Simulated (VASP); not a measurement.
Write the native input for VASP 6.6.1 that does the following.

```
Task                   : single point
Functional             : PBEsol
Potentials or basis    : VASP PAW PBE potentials, release 64 (Pd)
Cutoff                 : 520 eV
k mesh                 : 20 × 20 × 20
Occupations            : gaussian, width 0.15 eV
Spin                   : no spin polarisation
Dipole correction      : no
Further INCAR settings : ALGO = Normal; EDIFF = 1e-07; NBANDS = 11
```

The structure of Pd lies in POSCAR:

```
Pd
1.0
    0.0000000000      2.0421450000      2.0421450000
    2.0421450000      0.0000000000      2.0421450000
    2.0421450000      2.0421450000      0.0000000000
Pd
1
Direct
    0.0000000000      0.0000000000      0.0000000000
```

This cell differs from its parent crystal: strain +0.050 along x and y, +0.050 along z.

One way to write it, as run:

INCAR

```
SYSTEM = Pd
PREC     = Accurate       ! precision mode
ENCUT    = 520            ! plane-wave cutoff, eV
EDIFF    = 1E-7           ! SCF threshold, eV
ISMEAR   = 0              ! smearing method
SIGMA    = 0.15           ! smearing width, eV
LREAL    = .False.        ! projectors in reciprocal space
LASPH    = .True.         ! aspherical terms in the spheres
NELM     = 100            ! most SCF steps
ALGO     = Normal         ! electronic algorithm
ISIF     = 2              ! what is computed and relaxed
LWAVE    = .False.        ! write WAVECAR
LCHARG   = .False.        ! write CHGCAR
GGA      = PS             ! functional
NBANDS   = 11             ! bands
```

KPOINTS

```
regular mesh
0
Gamma
  20 20 20
  0 0 0
```

Potentials or basis: VASP PAW PBE potentials, release 64 (Pd).

Command:

```console
$ cat potpaw_PBE.64/Pd/POTCAR > POTCAR
$ mpirun -np 1 vasp_std > vasp.out
```

Results of the run:

- Pressure: -20.9 GPa
- Band gap on the k mesh: zero (bands 5 and 6 overlap by 1.24 eV)

Caveat: the cell differs from its parent crystal (strain +0.050 along x and y, +0.050 along z); the cell stands under tension; the PAW data sets were made with another functional, which shifts forces and pressure a little.

Run time: 44 s on 1 thread of Intel Xeon 8259CL, with other jobs on the host, peak memory 0.18 GiB.
